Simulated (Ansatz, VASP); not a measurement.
**Rh in VASP and in Ansatz**

```xyz
2
Lattice="2.6976 0.0000 0.0000 -1.3488 2.3362 0.0000 0.0000 0.0000 4.6658" Properties=species:S:1:pos:R:3 pbc="T T T"
Rh    1.3488    0.7787    3.4993
Rh    0.0000    1.5575    1.1664
```

Alike in both runs: task single point; functional PBE; k mesh 18 × 18 × 10; occupations gaussian, width 0.15 eV; no spin polarisation.

```csv
,VASP,Ansatz
version,VASP 6.6.1,Ansatz 0.2.0
potentials or method,"VASP PAW PBE potentials, release 64 (Rh_pv), cutoff 520 eV","scalar-relativistic, plane waves, PAW"
valence electrons in the cell,30,34
```

|  | VASP | Ansatz | Ansatz less VASP |
| --- | --- | --- | --- |
| gap on the k mesh at the Fermi level (eV) | none | none | - |
| pressure (GPa) | -8.5 | -8.5 | +0.04 |
| traceless stress, the component that is largest in VASP (GPa) | -9.91 | -9.91 | 0.000 |

A gap of «none» marks a metal or a gap that the smearing closes. The functional is the same, so the differences come from potentials, cutoffs and numerics. VASP's potentials hold 30 valence electrons a cell and Ansatz's 34, so a difference there can come from the potentials and not from the codes.
